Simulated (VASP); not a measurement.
# Ta3N (P-3m1) in VASP: a series of runs, part 2 of 3

VASP 6.6.1. Earlier steps stand in the parts before.

### Step 3. Single point, LDA

This run uses another cell than the first one, of 14.38 Å³/atom.

Input file INCAR:

```
PREC = Accurate ; ENCUT = 700
EDIFF = 1E-6 ; ISMEAR = -1
SIGMA = 0.05 ; LREAL = F
LASPH = T ; NELM = 120
ALGO = Normal ; ISIF = 2
LWAVE = F ; LCHARG = F
NBANDS = 30 ; GGA_COMPAT = F
```

Input file KPOINTS:

```
regular mesh
0
Gamma
  10 10 4
```

Input file POSCAR:

```
Ta3N
1.0
    2.9912429644      0.0000000000      0.0000000000
   -1.4956214823      2.5904923961      0.0000000000
    0.0000000000      0.0000000000      7.4224470073
Ta N
3 1
Direct
    0.6666666667      0.3333333333      0.8260700000
    0.3333333333      0.6666666667      0.1739300000
    0.0000000000      0.0000000000      0.5000000000
    0.0000000000      0.0000000000      0.0000000000
```

Potentials or basis: VASP PAW LDA potentials, release 64 (Ta_sv_GW, N).

On the command line:

```sh
$ cat potpaw_LDA.64/Ta_sv_GW/POTCAR potpaw_LDA.64/N/POTCAR > POTCAR
$ mpirun -np 1 vasp_std > vasp.out
```

OUTCAR:

```text
PREC = Accurate
   ENCUT = 700
   EDIFF = 1E-6
   ISMEAR = -1
   LREAL = F
   LASPH = T
   NELM = 120
   ISIF = 2

 ion  position               nearest neighbor table
   1  0.667  0.333  0.826-   4 2.16   4 2.16   4 2.16   3 2.97   3 2.97   3 2.97   2 3.11   2 3.11
                             2 3.11
   2  0.333  0.667  0.174-   4 2.16   4 2.16   4 2.16   3 2.97   3 2.97   3 2.97   1 3.11   1 3.11
                             1 3.11
   3  0.000  0.000  0.500-   1 2.97   2 2.97   1 2.97   2 2.97   1 2.97   2 2.97
   4  0.000  0.000  0.000-   1 2.16   2 2.16   1 2.16   2 2.16   1 2.16   2 2.16

  LATTYP: Found a hexagonal cell.
 ALAT       =     2.9912429644
 C/A-ratio  =     2.4813922158

  Lattice vectors:

 A1 = (   2.9912429644,   0.0000000000,   0.0000000000)
 A2 = (  -1.4956214823,   2.5904923961,   0.0000000000)
 A3 = (   0.0000000000,   0.0000000000,   7.4224470073)

Analysis of symmetry for initial positions (statically):
=====================================================================
 Subroutine PRICEL returns:
 Original cell was already a primitive cell.

 Routine SETGRP: Setting up the symmetry group for a
 hexagonal supercell.

 Subroutine GETGRP returns: Found 12 space group operations
 (whereof 12 operations were pure point group operations)
 out of a pool of 24 trial point group operations.

The static configuration has the point symmetry D_3d.

Analysis of symmetry for dynamics (positions and initial velocities):
=====================================================================
 Subroutine PRICEL returns:
 Original cell was already a primitive cell.

 Routine SETGRP: Setting up the symmetry group for a
 hexagonal supercell.

 Subroutine GETGRP returns: Found 12 space group operations
 (whereof 12 operations were pure point group operations)
 out of a pool of 24 trial point group operations.

The dynamic configuration has the point symmetry D_3d.

 Subroutine INISYM returns: Found 12 space group operations
 (whereof 12 operations are pure point group operations),
[... 120 lines left out ...]
     AMIX_MAG =   1.60;   BMIX_MAG =  1.00
  volume/ion in A,a.u.               =      14.38        97.03
  Fermi-wavevector in a.u.,A,eV,Ry     =   1.497265  2.829421 30.501576  2.241803
  Thomas-Fermi vector in A             =   2.609175
   LORBIT       =      0    0 simple, 1 ext, 2 COOP (PROOUT), +10 PAW based schemes
   GGA     = CA    functional components
   LHFCALC =     F    Hartree Fock is set to
   AEXX    =    0.0000 exact exchange contribution
   IVDW    =     0    specifies the selected vdW correction
   LEPSILON=     F    determine dielectric tensor
   LRPA    =     F    only Hartree local field effects (RPA)
 non-spin polarized calculation
  energy-cutoff  :      700.00
  volume of cell :       57.51
 maximum number of plane-waves:      2481
 NGX is ok and might be reduce to    28
   NGX = 13   NGY = 13   NGZ = 33

 number of electron      44.0000001 magnetization

 Free energy of the ion-electron system (eV)
  ---------------------------------------------------
  ext. energy  EPLUGINS =         0.00000000
  ---------------------------------------------------
  free energy    TOTEN  =       -57.32458585 eV

  energy without entropy =      -57.29940542  energy(sigma->0) =      -57.31199563

 E-fermi :  11.4120     XC(G=0): -13.5339

 val. band max:       11.4101037961   @ k =   0.2000   0.2000   0.0000
 cond. band min:      11.4135327074   @ k =   0.2000   0.2000   0.2500
 fundamental gap:      0.0034289114
 Fermi energy:        11.4119842012

 k-point     1 :       0.0000    0.0000    0.0000
  band No.  band energies     occupation
      1     -56.4618      2.00000
      2     -56.4282      2.00000
      3     -55.8796      2.00000
      4     -23.5722      2.00000
      5     -23.2459      2.00000
      6     -22.8287      2.00000
[... 781 lines left out ...]
     29      16.4934      0.00000
     30      17.2634      0.00000

 [... further k-points ...]

------------------------ aborting loop because EDIFF is reached ----------------------------------------

  FORCE on cell =-STRESS in cart. coord.  units (eV):
  Direction    XX          YY          ZZ          XY          YZ          ZX
  --------------------------------------------------------------------------------------
  -------------------------------------------------------------------------------------
  Total       -1.1285785     -1.1285785     -0.7201653      0.0000000      0.0000000     -0.0000000
  in kB      -31.4384594    -31.4384594    -20.0614191      0.0000000      0.0000000     -0.0000000
  external PRESSURE =     -27.6461126 kB  Pullay stress =       0.0000000 kB

 VOLUME and BASIS-vectors are now :
 -----------------------------------------------------------------------------
  energy-cutoff  :      700.00
  volume of cell :       57.51
      direct lattice vectors                 reciprocal lattice vectors
     2.991242964  0.000000000  0.000000000     0.334309186  0.193013498  0.000000000
    -1.495621482  2.590492396  0.000000000     0.000000000  0.386026997  0.000000000
     0.000000000  0.000000000  7.422447007     0.000000000  0.000000000  0.134726459

 POSITION                                       TOTAL-FORCE (eV/Angst)
 -----------------------------------------------------------------------------------
      1.49562      0.86350      6.13146        -0.000000      0.000000      0.219773
     -0.00000      1.72699      1.29099         0.000000      0.000000     -0.219773
      0.00000      0.00000      3.71122        -0.000000      0.000000      0.000000
      0.00000      0.00000      0.00000        -0.000000      0.000000      0.000000
 -----------------------------------------------------------------------------------
    total drift:                                0.000000     -0.000000     -0.000000

  FREE ENERGIE OF THE ION-ELECTRON SYSTEM (eV)
  ---------------------------------------------------
  free  energy   TOTEN  =       -57.3245858464 eV

  energy  without entropy=      -57.2994054203  energy(sigma->0) =      -57.31199563
```

OSZICAR:

```text
N       E                     dE             d eps       ncg     rms          rms(c)
DAV:   1     0.464160749392E+03    0.46416E+03   -0.32363E+04  3000   0.187E+03
DAV:   2    -0.302501735966E+02   -0.49441E+03   -0.48187E+03  3888   0.448E+02
DAV:   3    -0.621439286405E+02   -0.31894E+02   -0.31504E+02  4028   0.107E+02
DAV:   4    -0.631149805293E+02   -0.97105E+00   -0.96950E+00  3822   0.172E+01
DAV:   5    -0.631273763301E+02   -0.12396E-01   -0.12388E-01  4026   0.204E+00    0.126E+02
DAV:   6    -0.579827685060E+02    0.51446E+01   -0.21546E+01  3412   0.218E+01    0.115E+02
DAV:   7    -0.577176541872E+02    0.26511E+00   -0.70631E+00  3470   0.126E+01    0.632E+00
DAV:   8    -0.576234157480E+02    0.94238E-01   -0.59139E+00  4066   0.803E+00    0.179E+01
DAV:   9    -0.573490998999E+02    0.27432E+00   -0.12116E+00  3806   0.405E+00    0.224E+01
DAV:  10    -0.573442288068E+02    0.48711E-02   -0.92049E-02  3534   0.163E+00    0.827E+00
DAV:  11    -0.573280334555E+02    0.16195E-01   -0.39436E-02  3934   0.953E-01    0.137E+01
DAV:  12    -0.573252042039E+02    0.28293E-02   -0.12644E-02  3892   0.446E-01    0.795E+00
DAV:  13    -0.573248179812E+02    0.38622E-03   -0.10468E-03  3384   0.169E-01    0.333E+00
DAV:  14    -0.573248998951E+02   -0.81914E-04   -0.11445E-04  3916   0.525E-02    0.501E+00
DAV:  15    -0.573245860204E+02    0.31387E-03   -0.13434E-03  3556   0.181E-01    0.826E-01
DAV:  16    -0.573245887045E+02   -0.26841E-05   -0.67583E-05  3574   0.407E-02    0.783E-01
DAV:  17    -0.573245859500E+02    0.27546E-05   -0.10640E-05  3802   0.182E-02    0.242E-01
DAV:  18    -0.573245858464E+02    0.10350E-06   -0.10732E-06  2214   0.704E-03
   1 F= -.57324586E+02 E0= -.57311996E+02  d E =-.251804E-01
```

stdout:

```text
POSCAR found type information on POSCAR TaN
 POSCAR found :  2 types and       4 ions
 scaLAPACK will be used
 LDA part: xc-table for (Slater(with rela. corr.)+CA(PZ))
 , standard interpolation
 POSCAR, INCAR and KPOINTS ok, starting setup
 FFT: planning ... GRIDC
 FFT: planning ... GRID_SOFT
 FFT: planning ... GRID
 WAVECAR not read
 entering main loop
```

It took 75 s on 1 thread of Intel Xeon 6975P-C (Granite Rapids), shared host; peak memory 0.26 GiB.

Results:

```
Free energy            : -57.3246 eV
Pressure               : -2.8 GPa
Largest force          : 0.220 eV/Å
Band gap on the k mesh : zero (bands 22 and 23 overlap by 0.77 eV)
```

Forces in eV/Å, atoms in the order of the input:
```
Ta   0.000  0.000  0.220
Ta   0.000  0.000 -0.220
Ta   0.000  0.000  0.000
N    0.000  0.000  0.000
```

Stress tensor (GPa, compression positive):
```
-3.14  0.00  0.00
 0.00 -3.14  0.00
 0.00  0.00 -2.01
```

Caveat: spin-orbit coupling is left out, which moves the levels of the heavy elements.

[end of part 2 of 3]

The gap in the log of VASP goes by the Fermi energy; the results here count the filled bands.